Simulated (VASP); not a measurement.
Ag, 1 atom in the cell. The typed cell holds 1 atom: a = 2.819 Å, b = 2.883 Å, c = 2.861 Å, α = 109.89°, β = 107.88°, γ = 109.47°. 

| Property | Result |
| --- | --- |
| Program | VASP 6.6.1 |
| Task | single point |
| Functional | PBEsol |
| Potentials or basis | VASP PAW PBE potentials, release 64 (Ag) |
| Cutoff | 520 eV |
| k mesh | 18 × 18 × 18 |
| Occupations | methfessel-paxton, width 0.1 eV |
| Spin | no spin polarisation |
| Dipole correction | no |
| Further INCAR settings | ALGO = Fast; EDIFF = 1e-06; NBANDS = 12 |

Potentials or basis: VASP PAW PBE potentials, release 64 (Ag).

Launch:

```sh
$ cat potpaw_PBE.64/Ag/POTCAR > POTCAR
$ mpirun -np 1 vasp_std > vasp.out
```

Hardware: 1 thread of Intel(R) Xeon(R) Platinum 8375C CPU @ 2.90GHz (Ice Lake) (shared host).

**Question.** Estimate the wall time of this run.

**Answer.** Run time: 9.5 min on 1 thread of Intel(R) Xeon(R) Platinum 8375C CPU @ 2.90GHz (Ice Lake), with other jobs on the host, peak memory 0.67 GiB. Counts: scf iterations 11, k points 2920.
